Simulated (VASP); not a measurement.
# ZrPt2Cl3 (P-3m1) in VASP: relaxation of cell and atoms with PBE

Aim: the relaxation of cell and atoms of ZrPt2Cl3 with PBE.

Program: VASP 6.6.1. These are calculated values, not measurements. Logs are shortened: lines on timing, memory, paths and dates and some standing lists are left out, and cuts for length are marked.

**1. The cell of the first run**

Symmetry: P-3m1, No. 164, trigonal system. Conventional cell: a = 4.710 Å, b = 4.710 Å, c = 5.768 Å, α = 90.00°, β = 90.00°, γ = 120.00°. Zr (site symmetry -3m) has 8 Cl at 2.88 Å and 6 Pt at 3.33 Å within 3.8 Å. Within 3.8 Å of Pt (site symmetry 3m) lie 8 Cl at 2.88 Å and 3 Zr at 3.33 Å and 3 Pt at 3.33 Å. Cl (site symmetry 3m) has 5 Pt at 2.88 Å and 3 Zr at 2.88 Å and 6 Cl at 3.33 Å within 3.8 Å. Cl (site symmetry -3m) has 6 Pt at 2.88 Å and 2 Zr at 2.88 Å and 6 Cl at 3.33 Å within 3.8 Å.

**2. Relaxation of cell and atoms, PBE**

The input, INCAR:

```
SYSTEM = ZrPt2Cl3
PREC = Accurate
ENCUT = 600
EDIFF = 1E-6
ISMEAR = 0
SIGMA = 0.1
LREAL = .False.
LASPH = .True.
NELM = 100
ALGO = Normal
ISIF = 3
LWAVE = .False.
LCHARG = .False.
GGA = PE
IBRION = 2
NSW = 90
EDIFFG = -0.04
```

The input, KPOINTS:

```
Automatic mesh
0
Gamma
  6 6 4
  0 0 0
```

The input, POSCAR:

```
ZrPt2Cl3
1.0
    4.7099315800      0.0000000000      0.0000000000
   -2.3549657900      4.0789204000      0.0000000000
    0.0000000000      0.0000000000      5.7684645400
Zr Pt Cl
1 2 3
Direct
    0.0000000000      0.0000000000      0.0000000000
    0.6666666700      0.3333333300      0.3333333300
    0.3333333300      0.6666666700      0.6666666700
    0.6666666700      0.3333333300      0.8333333300
    0.3333333300      0.6666666700      0.1666666700
    0.0000000000      0.0000000000      0.5000000000
```

Potentials or basis: VASP PAW PBE potentials, release 64 (Zr_sv, Pt, Cl).

Launch:

```sh
$ cat potpaw_PBE.64/Zr_sv/POTCAR potpaw_PBE.64/Pt/POTCAR potpaw_PBE.64/Cl/POTCAR > POTCAR
$ mpirun -np 1 vasp_std > vasp.out
```

OUTCAR:

```text
SYSTEM = ZrPt2Cl3
   PREC = Accurate
   ENCUT = 600
   EDIFF = 1E-6
   ISMEAR = 0
   LREAL = .False.
   LASPH = .True.
   NELM = 100
   ISIF = 3
   GGA = PE
   IBRION = 2
   NSW = 90
   EDIFFG = -0.04

 ion  position               nearest neighbor table
   1  0.000  0.000  0.000-   4 2.88   5 2.88   6 2.88   6 2.88   4 2.88   5 2.88   4 2.88   5 2.88
                             2 3.33   3 3.33   3 3.33   2 3.33   2 3.33   3 3.33
   2  0.667  0.333  0.333-   5 2.88   5 2.88   6 2.88   4 2.88   4 2.88   6 2.88   6 2.88   5 2.88
                             1 3.33   1 3.33   3 3.33   3 3.33   1 3.33   3 3.33
   3  0.333  0.667  0.667-   4 2.88   4 2.88   6 2.88   5 2.88   5 2.88   6 2.88   6 2.88   4 2.88
                             1 3.33   2 3.33   1 3.33   1 3.33   2 3.33   2 3.33
   4  0.667  0.333  0.833-   3 2.88   3 2.88   1 2.88   2 2.88   2 2.88   1 2.88   1 2.88   3 2.88

   5  0.333  0.667  0.167-   2 2.88   2 2.88   1 2.88   3 2.88   3 2.88   1 2.88   1 2.88   2 2.88

   6  0.000  0.000  0.500-   2 2.88   3 2.88   1 2.88   1 2.88   2 2.88   3 2.88   2 2.88   3 2.88

  LATTYP: Found a hexagonal cell.
 ALAT       =     4.7099315800
 C/A-ratio  =     1.2247448699

  Lattice vectors:

 A1 = (   4.7099315800,   0.0000000000,   0.0000000000)
 A2 = (  -2.3549657900,   4.0789204000,   0.0000000000)
 A3 = (   0.0000000000,   0.0000000000,   5.7684645400)

Analysis of symmetry for initial positions (statically):
=====================================================================
 Subroutine PRICEL returns:
 Original cell was already a primitive cell.

 Routine SETGRP: Setting up the symmetry group for a
 hexagonal supercell.

 Subroutine GETGRP returns: Found 12 space group operations
 (whereof 12 operations were pure point group operations)
 out of a pool of 24 trial point group operations.

The static configuration has the point symmetry D_3d.

Analysis of symmetry for dynamics (positions and initial velocities):
=====================================================================
 Subroutine PRICEL returns:
 Original cell was already a primitive cell.

 Routine SETGRP: Setting up the symmetry group for a
 hexagonal supercell.

 Subroutine GETGRP returns: Found 12 space group operations
 (whereof 12 operations were pure point group operations)
 out of a pool of 24 trial point group operations.

The dynamic configuration has the point symmetry D_3d.

 Subroutine INISYM returns: Found 12 space group operations
 (whereof 12 operations are pure point group operations),
 and found     1 'primitive' translations

----------------------------------------------------------------------------------------

                                     Primitive cell

  volume of cell :     110.8205

  direct lattice vectors                    reciprocal lattice vectors
     4.709931580  0.000000000  0.000000000     0.212317309  0.122581456  0.000000000
    -2.354965790  4.078920400  0.000000000     0.000000000  0.245162911  0.000000000
     0.000000000  0.000000000  5.768464540     0.000000000  0.000000000  0.173356357

  length of vectors
     4.709931580  4.709931581  5.768464540     0.245162911  0.245162911  0.173356357

  position of ions in fractional coordinates (direct lattice)
     0.000000000  0.000000000  0.000000000
     0.666666670  0.333333330  0.333333330
     0.333333330  0.666666670  0.666666670
     0.666666670  0.333333330  0.833333330
     0.333333330  0.666666670  0.166666670
     0.000000000  0.000000000  0.500000000

  ion indices of the primitive-cell ions
   primitive index   ion index
                 1           1
                 2           2
                 3           3
                 4           4
                 5           5
                 6           6

----------------------------------------------------------------------------------------

 KPOINTS: Automatic mesh

Automatic generation of k-mesh.
 Grid dimensions read from file:
 generate k-points for:    6    6    4

 Generating k-lattice:

  Cartesian coordinates                     Fractional coordinates (reciprocal lattice)
     0.035386218  0.020430243  0.000000000     0.166666667 -0.000000000  0.000000000
     0.000000000  0.040860485  0.000000000     0.000000000  0.166666667  0.000000000
     0.000000000  0.000000000  0.043339089     0.000000000  0.000000000  0.250000000

  Length of vectors
     0.040860485  0.040860485  0.043339089

  Shift w.r.t. Gamma in fractional coordinates (k-lattice)
     0.000000000  0.000000000  0.000000000

 Subroutine IBZKPT returns following result:
 ===========================================

 Found     24 irreducible k-points:

 Following reciprocal coordinates:
            Coordinates               Weight
  0.000000  0.000000  0.000000      1.000000
  0.166667  0.000000  0.000000      6.000000
  0.333333  0.000000  0.000000      6.000000
  0.500000  0.000000  0.000000      3.000000
  0.166667  0.166667  0.000000      6.000000
  0.333333  0.166667  0.000000     12.000000
[... 16 lines left out ...]
  0.333333  0.166667  0.500000     12.000000
  0.333333  0.333333  0.500000      2.000000
   k-points           NKPTS =     24   k-points in BZ     NKDIM =     24   number of bands    NBANDS=     31
   number of dos      NEDOS =    301   number of ions     NIONS =      6
   total plane-waves  NPLWV =  76800
   dimension x,y,z NGX =    40 NGY =   40 NGZ =   48
   dimension x,y,z NGXF=    80 NGYF=   80 NGZF=   96
   ions per type =               1   2   3
   NGX,Y,Z   is equivalent  to a cutoff of  14.12, 14.12, 13.83 a.u.
   NGXF,Y,Z  is equivalent  to a cutoff of  28.24, 28.24, 27.67 a.u.
 SYSTEM =  ZrPt2Cl3
   PREC   = accura    normal or accurate (medium, high low for compatibility)
   ISTART =      0    job   : 0-new  1-cont  2-samecut
   ICHARG =      2    charge: 1-file 2-atom 10-const
   ISPIN  =      1    spin polarized calculation?
   LNONCOLLINEAR =      F non collinear calculations
   LSORBIT =      F    spin-orbit coupling
   LASPH  =      T    aspherical Exc in radial PAW
   ENCUT  =  600.0 eV  44.10 Ry    6.64 a.u.   9.41  9.41 11.52*2*pi/ulx,y,z
   NELM   =    100;   NELMIN=  2; NELMDL= -5     # of ELM steps
   EDIFF  = 0.1E-05   stopping-criterion for ELM
   LREAL  =      F    real-space projection
   EDIFFG = -.4E-01   stopping-criterion for IOM
   NSW    =     90    number of steps for IOM
   IBRION =      2    ionic relax: 0-MD 1-quasi-New 2-CG
   NFREE  =      1    steps in history (QN), initial steepest desc. (CG)
   ISIF   =      3    stress and relaxation
   ISYM   =      2    0-nonsym 1-usesym 2-fastsym
   POTIM  = 0.5000    time-step for ionic-motion
   TEBEG  =    0.0;   TEEND  =   0.0 temperature during run
   PSTRESS=    0.0 pullay stress
   NELECT =      53.0000    total number of electrons
   NUPDOWN=      -1.0000    fix difference up-down
   EMIN   =  10.00;   EMAX   =-10.00  energy-range for DOS
   EFERMI =   0.00;   METHOD = LEGACY
   ISMEAR =     0;   SIGMA  =   0.10  broadening in eV -4-tet -1-fermi 0-gaus
   EFERMI_NEDOS =   21; number of points for ismear=-14 and -15
   IALGO  =     38    algorithm
   IMIX   =      4    mixing-type and parameters
     AMIX     =   0.40;   BMIX     =  1.00
     AMIX_MAG =   1.60;   BMIX_MAG =  1.00
  volume/ion in A,a.u.               =      18.47       124.64
  Fermi-wavevector in a.u.,A,eV,Ry     =   1.280246  2.419314 22.300355  1.639030
  Thomas-Fermi vector in A             =   2.412685
   LORBIT       =      0    0 simple, 1 ext, 2 COOP (PROOUT), +10 PAW based schemes
   GGA     = PE    functional components
   LHFCALC =     F    Hartree Fock is set to
   AEXX    =    0.0000 exact exchange contribution
   IVDW    =     0    specifies the selected vdW correction
   LEPSILON=     F    determine dielectric tensor
   LRPA    =     F    only Hartree local field effects (RPA)
 conjugate gradient relaxation of ions
 non-spin polarized calculation
 Gauss-broadening in eV      SIGMA  =   0.10
  energy-cutoff  :      600.00
  volume of cell :      110.82
 maximum number of plane-waves:      3731
 NGX is ok and might be reduce to    40
   NGX = 19   NGY = 19   NGZ = 23

--------------------------------------- Ionic step        1  -------------------------------------------

 number of electron      53.0000004 magnetization

 Free energy of the ion-electron system (eV)
  ---------------------------------------------------
  ext. energy  EPLUGINS =         0.00000000
  ---------------------------------------------------
  free energy    TOTEN  =       -25.80977329 eV

  energy without entropy =      -25.78793934  energy(sigma->0) =      -25.79885632

------------------------ aborting loop because EDIFF is reached ----------------------------------------

  FORCE on cell =-STRESS in cart. coord.  units (eV):
  Direction    XX          YY          ZZ          XY          YZ          ZX
  --------------------------------------------------------------------------------------
  -------------------------------------------------------------------------------------
  Total       -2.5186927     -2.5186927     -5.2441746      0.0000000      0.0000000      0.0000000
  in kB      -36.4137748    -36.4137748    -75.8171878      0.0000000      0.0000000      0.0000000
  external PRESSURE =     -49.5482458 kB  Pullay stress =       0.0000000 kB
[... 101 lines left out ...]
  FREE ENERGIE OF THE ION-ELECTRON SYSTEM (eV)
  ---------------------------------------------------
  free  energy   TOTEN  =       -26.0147151801 eV

  energy  without entropy=      -25.9946941220  energy(sigma->0) =      -26.00470465

 E-fermi :  10.0562     XC(G=0): -11.7690

 val. band max:        9.9598047816   @ k =   0.3333   0.3333   0.0000
 cond. band min:      10.1031942219   @ k =   0.1667   0.0000   0.0000
 fundamental gap:      0.1433894403
 Fermi energy:        10.0561537171

 k-point     1 :       0.0000    0.0000    0.0000
  band No.  band energies     occupation
      1     -40.7387      2.00000
      2     -18.8163      2.00000
      3     -18.7730      2.00000
      4     -18.7730      2.00000
      5      -9.2346      2.00000
      6      -7.8439      2.00000
[... 805 lines left out ...]
     30      11.6417      0.00000
     31      12.9498      0.00000

[... ionic steps 4 to 75 ...]

--------------------------------------- Ionic step       76  -------------------------------------------

 number of electron      53.0000000 magnetization

------------------------ aborting loop because EDIFF is reached ----------------------------------------

  FORCE on cell =-STRESS in cart. coord.  units (eV):
  Direction    XX          YY          ZZ          XY          YZ          ZX
  --------------------------------------------------------------------------------------
  -------------------------------------------------------------------------------------
  Total       -0.3460422     -0.3460422      0.0144666     -0.0000000      0.0000000      0.0000000
  in kB       -4.7414535     -4.7414535      0.1982208     -0.0000000      0.0000000      0.0000000
  external PRESSURE =      -3.0948954 kB  Pullay stress =       0.0000000 kB
[... 65 lines left out ...]
  energy  without entropy=      -28.5561642787  energy(sigma->0) =      -28.56279516

--------------------------------------- Ionic step       78  -------------------------------------------

 number of electron      53.0000000 magnetization

 Free energy of the ion-electron system (eV)
  ---------------------------------------------------
  ext. energy  EPLUGINS =         0.00000000
  ---------------------------------------------------
  free energy    TOTEN  =       -28.56943317 eV

  energy without entropy =      -28.55616926  energy(sigma->0) =      -28.56280121

 E-fermi :   6.6869     XC(G=0): -10.8802

 val. band max:        6.6755444991   @ k =   0.1667   0.0000   0.5000
 cond. band min:       6.6962307202   @ k =   0.0000   0.0000   0.2500
 fundamental gap:      0.0206862211
 Fermi energy:         6.6869337501

 k-point     1 :       0.0000    0.0000    0.0000
  band No.  band energies     occupation
      1     -43.5370      2.00000
      2     -21.7817      2.00000
      3     -21.3866      2.00000
      4     -21.3866      2.00000
      5     -10.3049      2.00000
      6      -8.8096      2.00000
[... 838 lines left out ...]
  FREE ENERGIE OF THE ION-ELECTRON SYSTEM (eV)
  ---------------------------------------------------
  free  energy   TOTEN  =       -28.5694331712 eV

  energy  without entropy=      -28.5561692565  energy(sigma->0) =      -28.56280121

 reached required accuracy - stopping structural energy minimisation
```

It took 40 min on 1 thread of Intel Xeon 6975P-C (Granite Rapids), shared host; peak memory 0.36 GiB.

Results:

```
Free energy                           : -28.5694 eV
Relaxed volume                        : 19.40 Å³/atom
Relaxed cell                          : a = 5.277 Å, b = 5.277 Å, c = 4.826 Å, α = 90.00°, β = 90.00°, γ = 120.00°
Space group after relaxing (to 0.1 Å) : P-3m1 (No. 164)
Energy gained by relaxing             : 459.9 meV/atom
Ionic steps                           : 78
Pressure after relaxing               : 0.0 GPa
Largest force after relaxing          : 0.040 eV/Å
Band gap on the k mesh                : zero (an odd number of electrons rules out a gap without spin polarisation)
```

Forces in eV/Å, atoms in the order of the input:
```
Zr   0.000  0.000  0.000
Pt   0.000  0.000  0.021
Pt   0.000  0.000 -0.021
Cl   0.000  0.000  0.040
Cl   0.000  0.000 -0.040
Cl   0.000  0.000  0.000
```

Step by step:
```csv
step,energy change (eV),largest force (eV/Å),pressure (GPa),volume (Å³)
1,0.0000,0.7847,-4.95,110.82
3,-0.2049,0.6740,2.33,102.18
5,0.2587,3.2224,15.83,99.43
7,-0.4452,0.5793,7.18,100.54
9,-0.5837,0.0799,-1.28,108.41
11,-0.5931,0.1383,0.04,107.03
13,-0.5987,0.1275,-0.05,107.49
15,-0.6009,0.0428,0.17,107.46
17,-0.6018,0.0636,-0.04,107.56
19,-0.6027,0.0935,-0.02,107.40
21,-0.6039,0.0543,0.85,106.49
23,-0.6044,0.0646,0.61,106.74
25,-0.6069,0.0627,0.61,106.80
27,-0.6184,0.0890,0.73,107.06
29,-0.7423,0.5478,2.26,108.01
31,-0.8809,1.0896,5.18,108.87
33,-0.8815,1.1477,5.59,108.96
35,-0.8829,1.1622,5.66,109.04
37,-0.8850,1.2224,6.05,109.33
39,-0.8937,1.1996,5.88,109.51
41,-0.9304,1.1002,5.15,110.35
43,-1.0391,0.7445,2.45,113.73
45,-1.1082,0.2325,-1.33,119.43
47,-1.1649,0.2263,-1.60,120.20
49,-1.4322,0.4462,-2.93,123.64
51,-1.5759,0.2467,-3.96,127.97
53,-1.6346,2.3842,-0.20,125.56
55,-1.7100,1.1534,-1.92,126.49
57,-1.8766,1.5253,-0.89,123.54
59,-2.0197,3.2232,10.74,110.22
61,-2.1600,2.8986,6.26,113.69
63,-2.2650,2.5503,6.64,112.61
65,-2.4067,1.8183,6.82,111.63
67,-2.6367,0.5505,-1.64,117.57
69,-2.6479,0.7045,-0.26,116.37
71,-2.6948,0.6045,-0.25,116.59
73,-2.7369,0.3102,0.15,117.04
75,-2.7556,0.0640,-0.68,117.56
77,-2.7597,0.0406,0.00,116.42
78,-2.7597,0.0396,0.03,116.37
```

Final structure:
```cif
data_structure
_symmetry_space_group_name_H-M 'P 1'
_symmetry_Int_Tables_number 1
_cell_length_a 5.2769
_cell_length_b 5.2769
_cell_length_c 4.8258
_cell_angle_alpha 90.000
_cell_angle_beta 90.000
_cell_angle_gamma 120.000
_cell_volume 116.37
loop_
_atom_site_label
_atom_site_type_symbol
_atom_site_fract_x
_atom_site_fract_y
_atom_site_fract_z
_atom_site_occupancy
Zr1 Zr 0.00000 0.00000 0.00000 1
Pt1 Pt 0.66667 0.33333 0.98322 1
Pt2 Pt 0.33333 0.66667 0.01678 1
Cl1 Cl 0.66667 0.33333 0.47610 1
Cl2 Cl 0.33333 0.66667 0.52390 1
Cl3 Cl 0.00000 0.00000 0.50000 1
```

Levels at points of the mesh, in eV from the Fermi level:
| k point | band 22 | band 23 | band 24 | band 25 | band 26 | band 27 | band 28 | band 29 | band 30 | band 31 |
| --- | --- | --- | --- | --- | --- | --- | --- | --- | --- | --- |
| (0.00, 0.00, 0.00) | -2.19 | -2.19 | -1.48 | -1.24 | -0.82 | -0.82 | 0.13 | 0.13 | 0.73 | 0.73 |
| (0.50, 0.00, 0.00) | -2.05 | -1.86 | -1.82 | -1.40 | -1.30 | -0.92 | -0.38 | 0.56 | 0.76 | 1.81 |
| (0.00, 0.00, 0.50) | -1.20 | -1.20 | -0.38 | -0.38 | -0.06 | -0.06 | 0.77 | 2.37 | 2.37 | 3.61 |
| (0.50, 0.00, 0.50) | -1.25 | -0.99 | -0.94 | -0.42 | -0.12 | 1.47 | 1.77 | 2.04 | 2.05 | 2.41 |

Caveat: a cell axis changed by over 15 % at a fixed basis, so the end point is rough; spin-orbit coupling is left out, which moves the levels of the heavy elements; an odd number of electrons without spin polarisation forces a metal; a magnetic or distorted state may lie lower.

The gap in the log of VASP goes by the Fermi energy; the results here count the filled bands.